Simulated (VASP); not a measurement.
# Al32N (a cell with a defect) in VASP: single point with PBE

Aim: the single point of Al32N (a cell with a defect) with PBE.

All numbers are computed with VASP 6.6.1; they aren't measurements. Logs are shortened: lines on timing, memory, paths and dates and some standing lists are left out, and cuts for length are marked.

### 1 The cell of the first run

The cell holds a defect, 33 atoms: a = 8.100 Å, b = 8.100 Å, c = 8.100 Å, α = 90.00°, β = 90.00°, γ = 90.00°.

### 2 Single point, PBE

The input, INCAR:

```
ALGO = Normal
EDIFF = 1E-6
ENCUT = 520
GGA = PE
GGA_COMPAT = F
ISIF = 2
ISMEAR = 0
LASPH = T
LCHARG = T
LELF = T
LREAL = Auto
LVHAR = T
LWAVE = F
NBANDS = 72
NELM = 120
PREC = Accurate
SIGMA = 0.1
```

The input, KPOINTS:

```
k-points
0
Gamma
  3 3 3
```

The input, POSCAR:

```
Al32N
1.0
    8.1000000000      0.0000000000      0.0000000000
    0.0000000000      8.1000000000      0.0000000000
    0.0000000000      0.0000000000      8.1000000000
Al N
32 1
Direct
    0.4989583951     -0.0017166667     -0.0013495062
    0.7451607407      0.2511256790     -0.0011527160
    0.7446682716      0.0015682716      0.2484246914
   -0.0055487654      0.0019470370     -0.0048611111
    0.2453862963      0.2521387654     -0.0021475309
    0.4978148148      0.4985893827     -0.0010886420
    0.7453229630      0.7508887654     -0.0013354321
    0.2553301235      0.0102723457      0.2397259259
    0.4989518519      0.2513571605      0.2516954321
    0.7429291358      0.4974729630      0.2514958025
    0.4990164198      0.0018806173      0.5013890123
    0.7453608642      0.2513088889      0.4990834568
    0.7429040741     -0.0015317284      0.7525119753
   -0.0022497531      0.4979579012     -0.0022938272
    0.2474514815      0.7483432099     -0.0041351852
   -0.0055416049      0.2548106173      0.2480627160
    0.2491498765      0.4975719753      0.2481782716
    0.4990071605      0.7485730864      0.2481118519
   -0.0126033333      0.0072891358      0.5113424691
    0.2474559259      0.2541435802      0.5016585185
    0.4975125926      0.4976702469      0.4997597531
    0.7409886420      0.7477140741      0.5022651852
    0.2491864198      0.0018170370      0.7524400000
    0.4978325926      0.2510676543      0.7513834568
    0.7451155556      0.4983340741      0.7516427160
   -0.0126362963      0.7387591358      0.2426720988
   -0.0056229630      0.4977460494      0.5021377778
    0.2525262963      0.7441227160      0.5058708642
   -0.0022377778      0.2523491358      0.7520280247
    0.2458604938      0.4983792593      0.7516229630
    0.4975000000      0.7502134568      0.7523028395
   -0.0056238272      0.7478071605      0.7522860494
    0.1189751852      0.8786572840      0.3713711111
```

Potentials or basis: VASP PAW PBE potentials, release 64 (Al, N).

The run is started by

```console
cat potpaw_PBE.64/Al/POTCAR potpaw_PBE.64/N/POTCAR > POTCAR
mpirun -np 1 vasp_std > vasp.out
```

OUTCAR:

```text
EDIFF = 1E-6
   ENCUT = 520
   GGA = PE
   ISIF = 2
   ISMEAR = 0
   LASPH = T
   LREAL = Auto
   NELM = 120
   PREC = Accurate

 ion  position               nearest neighbor table
   1  0.499  0.998  0.999-   8 2.78  13 2.81   7 2.83  31 2.83   3 2.84  23 2.84   2 2.86  18 2.86
                            24 2.86  15 2.87   9 2.90   5 2.91
   2  0.745  0.251  0.999-  25 2.83  24 2.83   6 2.83   4 2.86  16 2.86  13 2.86  10 2.86   1 2.86
                             9 2.86   3 2.86  29 2.86  14 2.86
   3  0.745  0.002  0.248-   1 2.84   9 2.84  11 2.86  18 2.86   2 2.86  12 2.87   7 2.87  16 2.88
                             4 2.88  26 2.90  19 2.90  22 2.91
   4  0.994  0.002  0.995-  29 2.83  13 2.83  32 2.85  23 2.85   2 2.86   7 2.87   5 2.87   3 2.88
                            16 2.90   8 2.90  15 2.90  26 2.93
   5  0.245  0.252  0.998-   8 2.77  30 2.82  29 2.83  14 2.83  23 2.84  17 2.84   6 2.86  24 2.86
                             4 2.87  16 2.87   9 2.91   1 2.91
   6  0.498  0.499  0.999-  25 2.83   2 2.83  24 2.84  10 2.85  17 2.85  31 2.85   5 2.86  18 2.86
                            30 2.86   7 2.86   9 2.86  15 2.86
   7  0.745  0.751  0.999-  26 2.79  13 2.83   1 2.83  31 2.83  32 2.84  18 2.84  25 2.86   6 2.86
                             4 2.87   3 2.87  14 2.89  10 2.90
   8  0.255  0.010  0.240-  33 1.87   5 2.77   1 2.78   9 2.78  11 2.90  16 2.90  18 2.90   4 2.90
                            15 2.90  20 2.90  28 3.05  26 3.09  19 3.09
   9  0.499  0.251  0.252-   8 2.78  10 2.81  12 2.83  21 2.83   3 2.84  17 2.84   2 2.86  11 2.86
[... 32 lines left out ...]
                            21 2.86  31 2.86   7 2.86  12 2.86
  26  0.987  0.739  0.243-  33 1.87  10 2.78  14 2.78   7 2.79  27 2.87  17 2.88   3 2.90  22 2.90
                            15 2.91   4 2.93  28 3.03  19 3.08   8 3.09
  27  0.994  0.498  0.502-  29 2.84  12 2.84  20 2.85  16 2.85  25 2.86  32 2.86  26 2.87  30 2.87
                            10 2.88  22 2.88  28 2.89  17 2.91
  28  0.253  0.744  0.506-  33 1.88  31 2.82  21 2.82  30 2.82  17 2.89  18 2.89  23 2.89  11 2.89
                            27 2.89  32 2.89  19 3.03  26 3.03   8 3.05
  29  0.998  0.252  0.752-  19 2.78  14 2.81   5 2.83   4 2.83  30 2.83  27 2.84  25 2.86   2 2.86
                            20 2.86  23 2.87  12 2.89  13 2.91
  30  0.246  0.498  0.752-  28 2.82   5 2.82  29 2.83  14 2.83  20 2.83  15 2.83   6 2.86  24 2.86
                            32 2.87  27 2.87  31 2.88  21 2.88
  31  0.498  0.750  0.752-  28 2.82  22 2.83  15 2.83  13 2.83   7 2.83   1 2.83   6 2.85  25 2.86
                            23 2.86  11 2.88  30 2.88  21 2.89
  32  0.994  0.748  0.752-  14 2.84   7 2.84  15 2.85   4 2.85  25 2.86  27 2.86  19 2.87  30 2.87
                            13 2.88  22 2.88  28 2.89  23 2.91
  33  0.119  0.879  0.371-   8 1.87  19 1.87  26 1.87  28 1.88

  LATTYP: Found a simple cubic cell.
 ALAT       =     8.1000000000

  Lattice vectors:

 A1 = (   8.1000000000,   0.0000000000,   0.0000000000)
 A2 = (   0.0000000000,   8.1000000000,   0.0000000000)
 A3 = (   0.0000000000,   0.0000000000,   8.1000000000)

Analysis of symmetry for initial positions (statically):
=====================================================================
 Subroutine PRICEL returns:
 Original cell was already a primitive cell.

 Routine SETGRP: Setting up the symmetry group for a
 simple cubic supercell.

 Subroutine GETGRP returns: Found  1 space group operations
 (whereof  1 operations were pure point group operations)
 out of a pool of 48 trial point group operations.

The static configuration has the point symmetry C_1 .

Analysis of symmetry for dynamics (positions and initial velocities):
=====================================================================
 Subroutine PRICEL returns:
 Original cell was already a primitive cell.

 Routine SETGRP: Setting up the symmetry group for a
 simple cubic supercell.

 Subroutine GETGRP returns: Found  1 space group operations
 (whereof  1 operations were pure point group operations)
 out of a pool of 48 trial point group operations.

The dynamic configuration has the point symmetry C_1 .

 Subroutine INISYM returns: Found  1 space group operations
 (whereof  1 operations are pure point group operations),
 and found     1 'primitive' translations

----------------------------------------------------------------------------------------

                                     Primitive cell

  volume of cell :     531.4410

  direct lattice vectors                    reciprocal lattice vectors
     8.100000000  0.000000000  0.000000000     0.123456790  0.000000000  0.000000000
[... 91 lines left out ...]

  Length of vectors
     0.041152263  0.041152263  0.041152263

  Shift w.r.t. Gamma in fractional coordinates (k-lattice)
     0.000000000  0.000000000  0.000000000

 Subroutine IBZKPT returns following result:
 ===========================================

 Found     14 irreducible k-points:

 Following reciprocal coordinates:
            Coordinates               Weight
  0.000000  0.000000  0.000000      1.000000
  0.333333  0.000000  0.000000      2.000000
  0.000000  0.333333  0.000000      2.000000
  0.000000  0.000000  0.333333      2.000000
  0.333333  0.333333  0.000000      2.000000
  0.000000  0.333333  0.333333      2.000000
  0.333333  0.000000  0.333333      2.000000
 -0.333333  0.333333  0.000000      2.000000
 -0.333333  0.000000  0.333333      2.000000
  0.000000 -0.333333  0.333333      2.000000
  0.333333  0.333333  0.333333      2.000000
 -0.333333  0.333333  0.333333      2.000000
 -0.333333 -0.333333  0.333333      2.000000
  0.333333 -0.333333  0.333333      2.000000
   k-points           NKPTS =     14   k-points in BZ     NKDIM =     14   number of bands    NBANDS=     72
   number of dos      NEDOS =    301   number of ions     NIONS =     33
   total plane-waves  NPLWV = 216000
   dimension x,y,z NGX =    60 NGY =   60 NGZ =   60
   dimension x,y,z NGXF=   120 NGYF=  120 NGZF=  120
   ions per type =              32   1
   NGX,Y,Z   is equivalent  to a cutoff of  12.31, 12.31, 12.31 a.u.
   NGXF,Y,Z  is equivalent  to a cutoff of  24.63, 24.63, 24.63 a.u.
 SYSTEM =  unknown system
   PREC   = accura    normal or accurate (medium, high low for compatibility)
   ISTART =      0    job   : 0-new  1-cont  2-samecut
   ICHARG =      2    charge: 1-file 2-atom 10-const
   ISPIN  =      1    spin polarized calculation?
   LNONCOLLINEAR =      F non collinear calculations
   LSORBIT =      F    spin-orbit coupling
   LASPH  =      T    aspherical Exc in radial PAW
   ENCUT  =  520.0 eV  38.22 Ry    6.18 a.u.  15.06 15.06 15.06*2*pi/ulx,y,z
   NELM   =    120;   NELMIN=  2; NELMDL= -5     # of ELM steps
   EDIFF  = 0.1E-05   stopping-criterion for ELM
   LREAL  =      T    real-space projection
   EDIFFG = 0.1E-04   stopping-criterion for IOM
   NSW    =      0    number of steps for IOM
   IBRION =     -1    ionic relax: 0-MD 1-quasi-New 2-CG
   NFREE  =      0    steps in history (QN), initial steepest desc. (CG)
   ISIF   =      2    stress and relaxation
   ISYM   =      2    0-nonsym 1-usesym 2-fastsym
   POTIM  = 0.5000    time-step for ionic-motion
   TEBEG  =    0.0;   TEEND  =   0.0 temperature during run
   PSTRESS=    0.0 pullay stress
   NELECT =     101.0000    total number of electrons
   NUPDOWN=      -1.0000    fix difference up-down
   EMIN   =  10.00;   EMAX   =-10.00  energy-range for DOS
   EFERMI =   0.00;   METHOD = LEGACY
   ISMEAR =     0;   SIGMA  =   0.10  broadening in eV -4-tet -1-fermi 0-gaus
   EFERMI_NEDOS =   21; number of points for ismear=-14 and -15
   IALGO  =     38    algorithm
   IMIX   =      4    mixing-type and parameters
     AMIX     =   0.40;   BMIX     =  1.00
     AMIX_MAG =   1.60;   BMIX_MAG =  1.00
  volume/ion in A,a.u.               =      16.10       108.68
  Fermi-wavevector in a.u.,A,eV,Ry     =   0.941233  1.778672 12.053656  0.885919
  Thomas-Fermi vector in A             =   2.068723
   LORBIT       =      0    0 simple, 1 ext, 2 COOP (PROOUT), +10 PAW based schemes
   GGA     = PE    functional components
   LHFCALC =     F    Hartree Fock is set to
   AEXX    =    0.0000 exact exchange contribution
   IVDW    =     0    specifies the selected vdW correction
   LEPSILON=     F    determine dielectric tensor
   LRPA    =     F    only Hartree local field effects (RPA)
 non-spin polarized calculation
 Gauss-broadening in eV      SIGMA  =   0.10
  energy-cutoff  :      520.00
  volume of cell :      531.44
 maximum number of plane-waves:     14358
   NGX = 31   NGY = 31   NGZ = 31

 number of electron     100.9999999 magnetization

 Free energy of the ion-electron system (eV)
  ---------------------------------------------------
  ext. energy  EPLUGINS =         0.00000000
  ---------------------------------------------------
  free energy    TOTEN  =      -129.61819916 eV

  energy without entropy =     -129.57829326  energy(sigma->0) =     -129.59824621

 E-fermi :   7.8869     XC(G=0): -10.2348

 val. band max:        7.8592068029   @ k =   0.0000   0.0000   0.3333
 cond. band min:       8.0651662129   @ k =   0.3333   0.0000   0.0000
 fundamental gap:      0.2059594100
 Fermi energy:         7.8869480698

 k-point     1 :       0.0000    0.0000    0.0000
  band No.  band energies     occupation
      1      -7.8437      2.00000
      2      -2.9236      2.00000
      3      -0.9572      2.00000
      4      -0.9517      2.00000
      5      -0.9374      2.00000
      6      -0.8783      2.00000
[... 899 lines left out ...]
     61       9.7087      0.00000
     62       9.8215      0.00000
 [bands above 62 left out]

------------------------ aborting loop because EDIFF is reached ----------------------------------------

  FORCE on cell =-STRESS in cart. coord.  units (eV):
  Direction    XX          YY          ZZ          XY          YZ          ZX
  --------------------------------------------------------------------------------------
  -------------------------------------------------------------------------------------
  Total        3.4203622      3.4302467      3.4300216      0.0619966     -0.0137747     -0.0620858
  in kB       10.3116371     10.3414369     10.3407581      0.1869060     -0.0415278     -0.1871748
  external PRESSURE =      10.3312774 kB  Pullay stress =       0.0000000 kB

 VOLUME and BASIS-vectors are now :
 -----------------------------------------------------------------------------
  energy-cutoff  :      520.00
  volume of cell :      531.44
      direct lattice vectors                 reciprocal lattice vectors
     8.100000000  0.000000000  0.000000000     0.123456790  0.000000000  0.000000000
     0.000000000  8.100000000  0.000000000     0.000000000  0.123456790  0.000000000
     0.000000000  0.000000000  8.100000000     0.000000000  0.000000000  0.123456790

 POSITION                                       TOTAL-FORCE (eV/Angst)
 -----------------------------------------------------------------------------------
      4.04156      8.08609      8.08907        -0.006811      0.001931     -0.015863
      6.03580      2.03412      8.09066        -0.001512      0.004321     -0.003877
      6.03181      0.01270      2.01224        -0.040566      0.010620     -0.010636
      8.05506      0.01577      8.06063         0.002520     -0.001752      0.024893
      1.98763      2.04232      8.08260         0.006832      0.011475     -0.011388
      4.03230      4.03857      8.09118        -0.005675     -0.002020     -0.005725
[... 25 lines left out ...]
      8.05445      6.05724      6.09352        -0.002071      0.007176      0.015880
      0.96370      7.11712      3.00811         0.048786     -0.092674      0.091264
 -----------------------------------------------------------------------------------
    total drift:                               -0.041532     -0.004909      0.006339

  FREE ENERGIE OF THE ION-ELECTRON SYSTEM (eV)
  ---------------------------------------------------
  free  energy   TOTEN  =      -129.6181991646 eV

  energy  without entropy=     -129.5782932596  energy(sigma->0) =     -129.59824621
```

It took 11 min on 1 thread of Intel Xeon Platinum 8488C (Sapphire Rapids), shared host; peak memory 0.66 GiB.

What came out:

```
Free energy            : -129.6182 eV
Pressure               : 1.0 GPa
Largest force          : 0.139 eV/Å
Band gap on the k mesh : zero (an odd number of electrons rules out a gap without spin polarisation)
```

Forces in eV/Å, atoms in the order of the input:
```
Al  -0.007  0.002 -0.016
Al  -0.002  0.004 -0.004
Al  -0.041  0.011 -0.011
Al   0.003 -0.002  0.025
Al   0.007  0.011 -0.011
Al  -0.006 -0.002 -0.006
Al  -0.014 -0.003 -0.008
Al  -0.019 -0.010  0.010
Al  -0.007  0.016 -0.002
Al   0.016  0.006  0.002
Al   0.004  0.008  0.005
Al  -0.014  0.008  0.003
Al   0.017 -0.002 -0.006
Al  -0.004 -0.002  0.004
Al   0.009  0.001  0.011
Al   0.003 -0.025  0.002
Al  -0.016 -0.014 -0.008
Al   0.004 -0.004 -0.008
Al  -0.003  0.032 -0.052
Al   0.009 -0.011 -0.001
Al  -0.003  0.009 -0.008
Al   0.033  0.011 -0.011
Al  -0.016  0.009  0.014
Al  -0.006  0.006  0.002
Al  -0.002  0.004 -0.004
Al  -0.003  0.051 -0.031
Al  -0.002 -0.016 -0.007
Al   0.034 -0.026  0.026
Al  -0.004 -0.005  0.002
Al  -0.014  0.009 -0.010
Al  -0.003  0.009 -0.009
Al  -0.002  0.007  0.016
N    0.049 -0.093  0.091
```

Levels at points of the mesh, in eV from the Fermi level:
| k point | band 46 | band 47 | band 48 | band 49 | band 50 | band 51 | band 52 | band 53 | band 54 | band 55 |
| --- | --- | --- | --- | --- | --- | --- | --- | --- | --- | --- |
| (0.00, 0.00, 0.00) | -0.50 | -0.50 | -0.49 | 0.21 | 0.22 | 0.23 | 0.54 | 0.60 | 0.61 | 0.65 |

The gap in the log of VASP goes by the Fermi energy; the results here count the filled bands.